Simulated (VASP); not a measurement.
# TaAgBr3 (R3c) in VASP: single point with PBE

Aim: the single point of TaAgBr3 with PBE.

All numbers are computed with VASP 6.6.1; they aren't measurements. Logs are shortened: lines on timing, memory, paths and dates and some standing lists are left out, and cuts for length are marked.

## 1. The cell of the first run

Symmetry: R3c, No. 161, trigonal system. The conventional cell has a = 7.169 Å, b = 7.169 Å, c = 17.788 Å, α = 90.00°, β = 90.00°, γ = 120.00°. Ta (site symmetry 3) has 6 Br at 2.52 to 2.63 Å within 3.3 Å. Br (site symmetry 1) has 2 Ta at 2.52 to 2.63 Å and 1 Ag at 3.19 Å within 3.3 Å. Within 4.2 Å of Ag (site symmetry 3) lie 12 Br at 3.19 to 3.98 Å.

## 2. Single point, PBE

INCAR

```
SYSTEM = TaAgBr3
ALGO = Normal
EDIFF = 1E-7
ENCUT = 520
GGA = PE
ISIF = 2
ISMEAR = -1
LASPH = .True.
LCHARG = .False.
LREAL = .False.
LWAVE = .False.
NBANDS = 54
NELM = 100
PREC = Accurate
SIGMA = 0.15
```

KPOINTS

```
k-points
0
Gamma
  4 4 4
  0 0 0
```

POSCAR

```
TaAgBr3
1.0
    7.1692070000      0.0000000000      0.0000000000
   -3.5846040000      6.2087220000      0.0000000000
    0.0000000000     -4.1391440000      5.9292340000
Ta Br Ag
2 6 2
Direct
    0.0000000000      0.0000000000      0.0000000000
    0.5000000000      0.0000000000      0.5000000000
    0.8108000000      0.5117000000      0.7530000000
    0.2413000000      0.0521000000      0.7530000000
    0.7009000000      0.9422000000      0.7530000000
    0.7413000000      0.9422000000      0.2530000000
    0.2009000000      0.5117000000      0.2530000000
    0.3108000000      0.0521000000      0.2530000000
    0.2492000000      0.4984000000      0.7476000000
    0.7492000000      0.4984000000      0.2476000000
```

Potentials or basis: VASP PAW PBE potentials, release 64 (Ta_pv, Br, Ag).

The run is started by

```
$ cat potpaw_PBE.64/Ta_pv/POTCAR potpaw_PBE.64/Br/POTCAR potpaw_PBE.64/Ag/POTCAR > POTCAR
$ mpirun -np 1 vasp_std > vasp.out
```

OUTCAR:

```text
SYSTEM = TaAgBr3
   EDIFF = 1E-7
   ENCUT = 520
   GGA = PE
   ISIF = 2
   ISMEAR = -1
   LASPH = .True.
   LREAL = .False.
   NELM = 100
   PREC = Accurate

 ion  position               nearest neighbor table
   1  0.000  0.000  0.000-   5 2.52   4 2.52   3 2.52   8 2.63   6 2.63   7 2.63
   2  0.500  0.000  0.500-   6 2.52   8 2.52   7 2.52   4 2.63   5 2.63   3 2.63
   3  0.811  0.512  0.753-   1 2.52   2 2.63   9 3.19
   4  0.241  0.052  0.753-   1 2.52   2 2.63   9 3.19
   5  0.701  0.942  0.753-   1 2.52   2 2.63   9 3.19
   6  0.741  0.942  0.253-   2 2.52   1 2.63  10 3.19
   7  0.201  0.512  0.253-   2 2.52   1 2.63  10 3.19
   8  0.311  0.052  0.253-   2 2.52   1 2.63  10 3.19
   9  0.249  0.498  0.748-   3 3.19   5 3.19   4 3.19
  10  0.749  0.498  0.248-   7 3.19   8 3.19   6 3.19

  LATTYP: Found a trigonal (rhomboedric) cell.
 ALAT       =     7.2310687150
 COS(alpha) =     0.5085174542

  Lattice vectors:

 A1 = (  -3.5846040000,   2.0695780000,   5.9292340000)
 A2 = (   0.0000000000,  -4.1391440000,   5.9292340000)
 A3 = (   3.5846030000,   2.0695780000,   5.9292340000)

Analysis of symmetry for initial positions (statically):
=====================================================================
 Subroutine PRICEL returns:
 Original cell was already a primitive cell.

 Routine SETGRP: Setting up the symmetry group for a
 trigonal (rhombohedral) supercell.

 Subroutine GETGRP returns: Found  6 space group operations
 (whereof  3 operations were pure point group operations)
 out of a pool of 12 trial point group operations.

The static configuration has the point symmetry C_3 .
 The point group associated with its full space group is C_3v.

Analysis of symmetry for dynamics (positions and initial velocities):
=====================================================================
 Subroutine PRICEL returns:
 Original cell was already a primitive cell.

 Routine SETGRP: Setting up the symmetry group for a
 trigonal (rhombohedral) supercell.

 Subroutine GETGRP returns: Found  6 space group operations
 (whereof  3 operations were pure point group operations)
 out of a pool of 12 trial point group operations.

The dynamic configuration has the point symmetry C_3 .
 The point group associated with its full space group is C_3v.

 Subroutine INISYM returns: Found  6 space group operations
 (whereof  3 operations are pure point group operations),
 and found     1 'primitive' translations

----------------------------------------------------------------------------------------

                                     Primitive cell

  volume of cell :     263.9198

  direct lattice vectors                    reciprocal lattice vectors
     7.169207000  0.000000000  0.000000000     0.139485441  0.080531882  0.056218570
    -3.584604000  6.208722000  0.000000000     0.000000000  0.161063742  0.112437125
     0.000000000 -4.139144000  5.929234000     0.000000000  0.000000000  0.168655850

  length of vectors
     7.169207000  7.169212977  7.231066925     0.170593376  0.196427178  0.168655850

  position of ions in fractional coordinates (direct lattice)
     0.000000000  0.000000000  0.000000000
     0.500000000  0.000000000  0.500000000
     0.810800000  0.511700000  0.753000000
     0.241300000  0.052100000  0.753000000
     0.700900000  0.942200000  0.753000000
     0.741300000  0.942200000  0.253000000
     0.200900000  0.511700000  0.253000000
     0.310800000  0.052100000  0.253000000
     0.249200000  0.498400000  0.747600000
     0.749200000  0.498400000  0.247600000

  ion indices of the primitive-cell ions
   primitive index   ion index
                 1           1
                 2           2
                 3           3
                 4           4
                 5           5
                 6           6
                 7           7
                 8           8
                 9           9
                10          10

----------------------------------------------------------------------------------------

 KPOINTS: k-points

Automatic generation of k-mesh.
 Grid dimensions read from file:
 generate k-points for:    4    4    4

 Generating k-lattice:

  Cartesian coordinates                     Fractional coordinates (reciprocal lattice)
     0.034871360  0.020132971  0.014054643     0.250000000  0.000000000  0.000000000
     0.000000000  0.040265936  0.028109281     0.000000000  0.250000000  0.000000000
     0.000000000  0.000000000  0.042163962     0.000000000  0.000000000  0.250000000

  Length of vectors
     0.042648344  0.049106794  0.042163962

  Shift w.r.t. Gamma in fractional coordinates (k-lattice)
     0.000000000  0.000000000  0.000000000

 Subroutine IBZKPT returns following result:
 ===========================================

 Found     13 irreducible k-points:

 Following reciprocal coordinates:
            Coordinates               Weight
  0.000000  0.000000  0.000000      1.000000
  0.250000  0.000000  0.000000      6.000000
  0.500000  0.000000  0.000000      3.000000
  0.000000  0.250000  0.000000      6.000000
  0.250000  0.250000 -0.000000     12.000000
  0.500000  0.250000  0.000000      6.000000
  0.000000  0.500000  0.000000      3.000000
  0.000000  0.000000  0.250000      2.000000
  0.250000  0.000000  0.250000      6.000000
  0.500000  0.000000  0.250000      6.000000
  0.000000  0.250000  0.250000      6.000000
  0.250000  0.250000  0.250000      6.000000
  0.000000  0.000000  0.500000      1.000000
   k-points           NKPTS =     13   k-points in BZ     NKDIM =     13   number of bands    NBANDS=     54
   number of dos      NEDOS =    301   number of ions     NIONS =     10
   total plane-waves  NPLWV = 157464
   dimension x,y,z NGX =    54 NGY =   54 NGZ =   54
   dimension x,y,z NGXF=   108 NGYF=  108 NGZF=  108
   ions per type =               2   6   2
   NGX,Y,Z   is equivalent  to a cutoff of  12.52, 12.52, 12.41 a.u.
   NGXF,Y,Z  is equivalent  to a cutoff of  25.04, 25.04, 24.83 a.u.
 SYSTEM =  TaAgBr3
   PREC   = accura    normal or accurate (medium, high low for compatibility)
   ISTART =      0    job   : 0-new  1-cont  2-samecut
   ICHARG =      2    charge: 1-file 2-atom 10-const
   ISPIN  =      1    spin polarized calculation?
   LNONCOLLINEAR =      F non collinear calculations
   LSORBIT =      F    spin-orbit coupling
   LASPH  =      T    aspherical Exc in radial PAW
   ENCUT  =  520.0 eV  38.22 Ry    6.18 a.u.  13.33 13.33 13.44*2*pi/ulx,y,z
   NELM   =    100;   NELMIN=  2; NELMDL= -5     # of ELM steps
   EDIFF  = 0.1E-06   stopping-criterion for ELM
   LREAL  =      F    real-space projection
   EDIFFG = 0.1E-05   stopping-criterion for IOM
   NSW    =      0    number of steps for IOM
   IBRION =     -1    ionic relax: 0-MD 1-quasi-New 2-CG
   NFREE  =      0    steps in history (QN), initial steepest desc. (CG)
   ISIF   =      2    stress and relaxation
   ISYM   =      2    0-nonsym 1-usesym 2-fastsym
   POTIM  = 0.5000    time-step for ionic-motion
   TEBEG  =    0.0;   TEEND  =   0.0 temperature during run
   PSTRESS=    0.0 pullay stress
   NELECT =      86.0000    total number of electrons
   NUPDOWN=      -1.0000    fix difference up-down
   EMIN   =  10.00;   EMAX   =-10.00  energy-range for DOS
   EFERMI =   0.00;   METHOD = LEGACY
   ISMEAR =    -1;   SIGMA  =   0.15  broadening in eV -4-tet -1-fermi 0-gaus
   EFERMI_NEDOS =   21; number of points for ismear=-14 and -15
   IALGO  =     38    algorithm
   IMIX   =      4    mixing-type and parameters
     AMIX     =   0.40;   BMIX     =  1.00
     AMIX_MAG =   1.60;   BMIX_MAG =  1.00
  volume/ion in A,a.u.               =      26.39       178.10
  Fermi-wavevector in a.u.,A,eV,Ry     =   1.126550  2.128870 17.267346  1.269114
  Thomas-Fermi vector in A             =   2.263232
   LORBIT       =      0    0 simple, 1 ext, 2 COOP (PROOUT), +10 PAW based schemes
   GGA     = PE    functional components
   LHFCALC =     F    Hartree Fock is set to
   AEXX    =    0.0000 exact exchange contribution
   IVDW    =     0    specifies the selected vdW correction
   LEPSILON=     F    determine dielectric tensor
   LRPA    =     F    only Hartree local field effects (RPA)
 non-spin polarized calculation
  energy-cutoff  :      520.00
  volume of cell :      263.92
 maximum number of plane-waves:      7128
 NGX is ok and might be reduce to    54
   NGX = 27   NGY = 27   NGZ = 27

 number of electron      85.9999989 magnetization

 Free energy of the ion-electron system (eV)
  ---------------------------------------------------
  ext. energy  EPLUGINS =         0.00000000
  ---------------------------------------------------
  free energy    TOTEN  =       -38.43642505 eV

  energy without entropy =      -37.74858774  energy(sigma->0) =      -38.09250640

 E-fermi :   4.2012     XC(G=0):  -9.3705

 val. band max:        4.1894608457   @ k =   0.5000   0.2500   0.0000
 cond. band min:       4.2032323652   @ k =   0.0000   0.0000   0.2500
 fundamental gap:      0.0137715195
 Fermi energy:         4.2011863118

 k-point     1 :       0.0000    0.0000    0.0000
  band No.  band energies     occupation
      1     -31.6165      2.00000
      2     -31.6115      2.00000
      3     -31.5847      2.00000
      4     -31.5846      2.00000
      5     -31.5797      2.00000
      6     -31.5797      2.00000
[... 46 lines left out ...]
     53       8.5665      0.00000
     54       8.5665      0.00000

 k-point     2 :       0.2500    0.0000    0.0000
  band No.  band energies     occupation
      1     -31.6157      2.00000
      2     -31.6122      2.00000
      3     -31.5839      2.00000
      4     -31.5839      2.00000
      5     -31.5804      2.00000
      6     -31.5804      2.00000
[... 46 lines left out ...]
     53       8.0255      0.00000
     54       8.5378      0.00000

 k-point     3 :       0.5000    0.0000    0.0000
  band No.  band energies     occupation
      1     -31.6140      2.00000
      2     -31.6140      2.00000
      3     -31.5822      2.00000
      4     -31.5822      2.00000
      5     -31.5822      2.00000
      6     -31.5822      2.00000
[... 46 lines left out ...]
     53       7.6557      0.00000
     54       7.6557      0.00000
[... 457 lines left out ...]
 k-point    12 :       0.2500    0.2500    0.2500
  band No.  band energies     occupation
      1     -31.6141      2.00000
      2     -31.6141      2.00000
      3     -31.5837      2.00000
      4     -31.5837      2.00000
      5     -31.5805      2.00000
      6     -31.5805      2.00000
[... 46 lines left out ...]
     53       7.4521      0.00000
     54       7.4521      0.00000

 k-point    13 :       0.0000    0.0000    0.5000
  band No.  band energies     occupation
      1     -31.6140      2.00000
      2     -31.6140      2.00000
      3     -31.5822      2.00000
      4     -31.5822      2.00000
      5     -31.5822      2.00000
      6     -31.5822      2.00000
[... 46 lines left out ...]
     53       7.4693      0.00000
     54       7.4693      0.00000

------------------------ aborting loop because EDIFF is reached ----------------------------------------

  FORCE on cell =-STRESS in cart. coord.  units (eV):
  Direction    XX          YY          ZZ          XY          YZ          ZX
  --------------------------------------------------------------------------------------
  -------------------------------------------------------------------------------------
  Total        3.1432169      3.1432236      2.4802318     -0.0000003      0.0000017     -0.0000001
  in kB       19.0815217     19.0815624     15.0567395     -0.0000015      0.0000102     -0.0000008
  external PRESSURE =      17.7399412 kB  Pullay stress =       0.0000000 kB

 VOLUME and BASIS-vectors are now :
 -----------------------------------------------------------------------------
  energy-cutoff  :      520.00
  volume of cell :      263.92
      direct lattice vectors                 reciprocal lattice vectors
     7.169207000  0.000000000  0.000000000     0.139485441  0.080531882  0.056218570
    -3.584604000  6.208722000  0.000000000     0.000000000  0.161063742  0.112437125
     0.000000000 -4.139144000  5.929234000     0.000000000  0.000000000  0.168655850

 POSITION                                       TOTAL-FORCE (eV/Angst)
 -----------------------------------------------------------------------------------
      0.00000      0.00000      0.00000        -0.000000      0.000001      0.918175
      3.58460     -2.06957      2.96462        -0.000000      0.000001      0.918175
      3.97855      0.06023      4.46471         0.442697     -0.605357     -0.301108
      1.54317     -2.79330      4.46471         0.302905      0.686065     -0.301108
      1.64748      2.73308      4.46471        -0.745602     -0.080709     -0.301108
      1.93712      4.80265      1.50010         0.745602     -0.080709     -0.301108
     -0.39395      2.12980      1.50010        -0.442697     -0.605357     -0.301108
      2.04143     -0.72373      1.50010        -0.302905      0.686065     -0.301108
     -0.00000      0.00000      4.43270         0.000000     -0.000000     -0.014853
      3.58460      2.06957      1.46808         0.000000     -0.000000     -0.014853
 -----------------------------------------------------------------------------------
    total drift:                               -0.000000     -0.000006     -0.000173

  FREE ENERGIE OF THE ION-ELECTRON SYSTEM (eV)
  ---------------------------------------------------
  free  energy   TOTEN  =       -38.4364250531 eV

  energy  without entropy=      -37.7485877415  energy(sigma->0) =      -38.09250640
```

It took 6.1 min on 1 thread of Intel Xeon Platinum 8259CL at 2.50GHz (Skylake/Cascade Lake), shared host; peak memory 0.47 GiB.

What came out:

```
Free energy            : -38.4364 eV
Pressure               : 1.8 GPa
Largest force          : 0.918 eV/Å
Band gap on the k mesh : zero (bands 43 and 44 overlap by 0.98 eV)
```

Forces in eV/Å, atoms in the order of the input:
```
Ta   0.000  0.000  0.918
Ta   0.000  0.000  0.918
Br   0.443 -0.605 -0.301
Br   0.303  0.686 -0.301
Br  -0.746 -0.081 -0.301
Br   0.746 -0.081 -0.301
Br  -0.443 -0.605 -0.301
Br  -0.303  0.686 -0.301
Ag   0.000  0.000 -0.015
Ag   0.000  0.000 -0.015
```

Levels at points of the mesh, in eV from the Fermi level:
| k point | band 38 | band 39 | band 40 | band 41 | band 42 | band 43 | band 44 | band 45 | band 46 | band 47 |
| --- | --- | --- | --- | --- | --- | --- | --- | --- | --- | --- |
| (0.00, 0.00, 0.00) | -3.37 | -3.02 | -3.02 | -1.09 | -1.07 | -1.07 | -0.75 | -0.37 | 0.37 | 0.37 |
| (0.50, 0.00, 0.00) | -3.29 | -3.24 | -3.24 | -0.40 | -0.40 | 0.08 | 0.08 | 0.24 | 0.24 | 0.80 |
| (0.00, 0.50, 0.00) | -3.27 | -3.26 | -3.14 | -1.09 | -0.14 | 0.16 | 0.32 | 0.48 | 0.56 | 0.81 |
| (0.00, 0.00, 0.50) | -3.30 | -3.30 | -3.30 | -0.35 | -0.35 | 0.23 | 0.23 | 0.23 | 0.23 | 0.84 |

Caveat: spin-orbit coupling is left out, which moves the levels of the heavy elements.
